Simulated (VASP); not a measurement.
Here is a VASP 6.6.1 calculation.

Contents of INCAR:

```
PREC = Accurate
ENCUT = 400
EDIFF = 1E-6
ISMEAR = -1
SIGMA = 0.02
LREAL = F
LASPH = T
NELM = 200
ALGO = Normal
ISIF = 2
LWAVE = F
LCHARG = T
LNONCOLLINEAR = T
MAGMOM = 0 0 0 0 0 0 0 0 0 0 0 0
LORBIT = 11
LSORBIT = T
GGA_COMPAT = F
LORBMOM = T
LDIPOL = T
IDIPOL = 3
DIPOL = 0.5 0.5 0.500
GGA = PE
LVHAR = T
LVACPOTAV = T
NBANDS = 70
NELMDL = -8
KPAR = 4
```

The input KPOINTS:

```
Automatic mesh
0
Gamma
  7 7 1
```

Contents of POSCAR:

```
Sn
1.0
    4.7064645918      0.0000000000      0.0000000000
    0.0000000000      4.7064645918      0.0000000000
    0.0000000000      0.0000000000     20.9920000000
Sn
4
Direct
    0.0000000000      0.2500000000      0.3807470336
    0.5000000000      0.2500000000      0.4590339912
    0.5000000000      0.7500000000      0.5409660077
    0.0000000000      0.7500000000      0.6192529676
```

Potentials or basis: VASP PAW PBE potentials, release 64 (Sn_d).

Run with:

```sh
$ cat potpaw_PBE.64/Sn_d/POTCAR > POTCAR
$ mpirun -np 4 vasp_ncl > vasp.out
```

**Question.** Predict the largest force.

**Answer.** 0.031 eV/Å.

**Question.** Estimate the net moment.

**Answer.** 0.00 μB per cell.

Moments on the atoms (μB; x, y, z):
```
Sn  0.00 0.00 0.00
Sn  0.00 0.00 0.00
Sn  0.00 0.00 0.00
Sn  0.00 0.00 0.00
```
